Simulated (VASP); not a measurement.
Here is a VASP 6.6.1 calculation.

Contents of INCAR:

```
SYSTEM = K
ALGO = Normal
EDIFF = 1E-7
ENCUT = 520
GGA = PS
ISIF = 2
ISMEAR = -1
LASPH = .TRUE.
LCHARG = .FALSE.
LREAL = .FALSE.
LWAVE = .FALSE.
NBANDS = 10
NELM = 80
PREC = Accurate
SIGMA = 0.05
```

KPOINTS

```
k-points
0
G
  12 12 12
  0 0 0
```

File POSCAR:

```
K
1.0
   -2.0019844886      2.0019844886      2.0019844886
    2.0019844886     -2.0019844886      2.0019844886
    2.0019844886      2.0019844886     -2.0019844886
K
1
Direct
    0.0000000000      0.0000000000      0.0000000000
```

Potentials or basis: VASP PAW PBE potentials, release 64 (K_sv).

Launch:

```bash
$ cat potpaw_PBE.64/K_sv/POTCAR > POTCAR
$ mpirun -np 1 vasp_std > vasp.out
```

(1) Estimate the pressure.

(2) Estimate the band gap on the k mesh.

Results:

(1) 12.3 GPa.

(2) zero (an odd number of electrons rules out a gap without spin polarisation).

Caveat: the cell stands under pressure; the PAW data sets were made with another functional, which shifts forces and pressure a little.
